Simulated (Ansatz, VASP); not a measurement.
**Mn: VASP beside Ansatz**

```
Mn
1.0
     0.00000    2.09695    4.07890
     1.27748    0.00000    4.07890
     1.27748    2.09695    0.00000
Mn
2
Direct
  0.11702 0.11702 0.88298
  0.88298 0.88298 0.11702
```

Alike in both runs: functional PBEsol; k mesh 26 × 26 × 26; occupations gaussian, width 0.1 eV; no spin polarisation.

Ansatz relaxed the structure, and its values are those at the end. VASP's run is a single point on that final structure, the one shown.

|  | VASP | Ansatz |
| --- | --- | --- |
| version | VASP 6.6.1 | Ansatz 0.2.0 |
| potentials or method | VASP PAW PBE potentials, release 64 (Mn_pv), cutoff 520 eV | scalar-relativistic, plane waves, PAW |
| valence electrons in the cell | 26 | 30 |

Ansatz gave:

| Item | Value |
| --- | --- |
| gap on the k mesh at the Fermi level (eV) | none |
| pressure (GPa) | 0.0 |
| rms of the force components (eV/Å) | 0.001 |

Task: Estimate VASP's values.

Result: gap on the k mesh at the Fermi level (eV): none; pressure (GPa): 3.1; rms of the force components (eV/Å): 0.428.

VASP's potentials were made for PBE, not for PBEsol. A gap of «none» marks a metal or a gap that the smearing closes. With one functional, cell and mesh, what is left measures potentials, basis and numerics. VASP's potentials hold 26 valence electrons a cell and Ansatz's 30, so a difference there can come from the potentials and not from the codes.
